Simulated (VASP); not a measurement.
Here is a VASP 6.6.1 calculation.

Contents of INCAR:

```
SYSTEM = MgMnV4O12
ALGO = Normal ; EDIFF = 1E-8
ENCUT = 520 ; GGA = PE
GGA_COMPAT = .FALSE. ; ISIF = 2
ISMEAR = -1 ; ISPIN = 2
KPAR = 4 ; LASPH = .TRUE.
LCHARG = .FALSE. ; LDAU = .TRUE.
LDAUJ = 0 0 0 0 ; LDAUL = -1 2 -1 -1
LDAUPRINT = 1 ; LDAUTYPE = 2
LDAUU = 0 3.9 0 0 ; LEFG = .TRUE.
LMAXMIX = 4 ; LORBIT = 11
LREAL = .FALSE. ; LWAVE = .FALSE.
MAGMOM = 0 5 0 0 0 0 0 0 0 0 0 0 0 0 0 0 0 0 ; NBANDS = 88
NELM = 200 ; PREC = Accurate
SIGMA = 0.02
```

Contents of KPOINTS:

```
k-points
0
G
  3 3 4
  0 0 0
```

Contents of POSCAR:

```
MgMnV4O12
1.0
    5.3824362059     -4.3477504115      0.0000000000
    5.3824362059      4.3477504115      0.0000000000
   -2.2314627161      0.0000000000      5.5072290708
Mg Mn V O
1 1 4 12
Direct
    0.2584337100      0.7415662900      0.0000000000
    0.0630879900      0.9369120100      0.5000000000
    0.3969708400      0.1930041000      0.0306597600
    0.2064892500      0.3914551200      0.5408715300
    0.8069959000      0.6030291600      0.9693402400
    0.6085448800      0.7935107500      0.4591284700
    0.2484603200      0.9959074900      0.8907074500
    0.6328269100      0.0882869200      0.0581670400
    0.0291009800      0.2371681200      0.4540992700
    0.3449367300      0.3853108200      0.8511325800
    0.9117130800      0.3671730900      0.9418329600
    0.3624551800      0.3320839000      0.3296949400
    0.6146891800      0.6550632700      0.1488674200
    0.1085729500      0.6461757100      0.6011806900
    0.6679161000      0.6375448200      0.6703050600
    0.0040925100      0.7515396800      0.1092925500
    0.3538242900      0.8914270500      0.3988193100
    0.7628318800      0.9708990200      0.5459007300
```

Potentials or basis: VASP PAW PBE potentials, release 64 (Mg, Mn_pv, V_sv, O).

The run is started by

```bash
$ cat potpaw_PBE.64/Mg/POTCAR potpaw_PBE.64/Mn_pv/POTCAR potpaw_PBE.64/V_sv/POTCAR potpaw_PBE.64/O/POTCAR > POTCAR
$ mpirun -np 4 vasp_std > vasp.out
```

Problem. Predict the band gap on the k mesh.

Solution. 2.00 eV (least direct gap 2.03 eV).

Problem. What does it give for the largest force?

Solution. 0.871 eV/Å.

Problem. Estimate the net moment.

Solution. 5.00 μB per cell.

Eigenvalues of the final occupation matrices:
| site | spin | trace | eigenvalues |
| --- | --- | --- | --- |
| site 2 d | 1 | 4.72 | 0.94 0.94 0.94 0.95 0.95 |
| site 2 d | 2 | 0.18 | 0.01 0.02 0.02 0.06 0.07 |

Caveat: the cell stands under tension; without QUAD_EFG the Cq values of the log hold for a quadrupole moment of 1 mb, not for the nuclei; a cell with one magnetic atom can't hold antiferromagnetic order, which such compounds often take. A k mesh can miss the band edges.
